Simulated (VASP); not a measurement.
Here is a VASP 6.6.1 calculation.

File INCAR:

```
SYSTEM = Re
PREC = Accurate ; ENCUT = 520
EDIFF = 1E-6 ; ISMEAR = -1
SIGMA = 0.05 ; LREAL = .FALSE.
LASPH = .TRUE. ; NELM = 100
ALGO = Normal ; ISIF = 2
LWAVE = .FALSE. ; LCHARG = .FALSE.
GGA = RE ; NBANDS = 14
```

File KPOINTS:

```
Automatic mesh
0
G
  11 11 6
  0 0 0
```

The input POSCAR:

```
Re
1.0
    2.7817208081      0.0000000000      0.0000000000
   -1.3908604041      2.4090408861      0.0000000000
    0.0000000000      0.0000000000      4.4976169595
Re
2
Direct
    0.6666666667      0.3333333333      0.7500000000
    0.3333333333      0.6666666667      0.2500000000
```

Potentials or basis: VASP PAW PBE potentials, release 64 (Re).

Launch:

```bash
$ cat potpaw_PBE.64/Re/POTCAR > POTCAR
$ mpirun -np 1 vasp_std > vasp.out
```

Task: What does it give for the pressure?

Result: -0.8 GPa.

Task: Predict the band gap on the k mesh.

Result: Zero (bands 7 and 8 overlap by 2.91 eV).

Stress tensor (GPa, compression positive):
```
-0.72  0.00  0.00
 0.00 -0.72  0.00
 0.00  0.00 -0.94
```

Caveat: the PAW data sets were made with another functional, which shifts forces and pressure a little; spin-orbit coupling is left out, which moves the levels of the heavy elements.
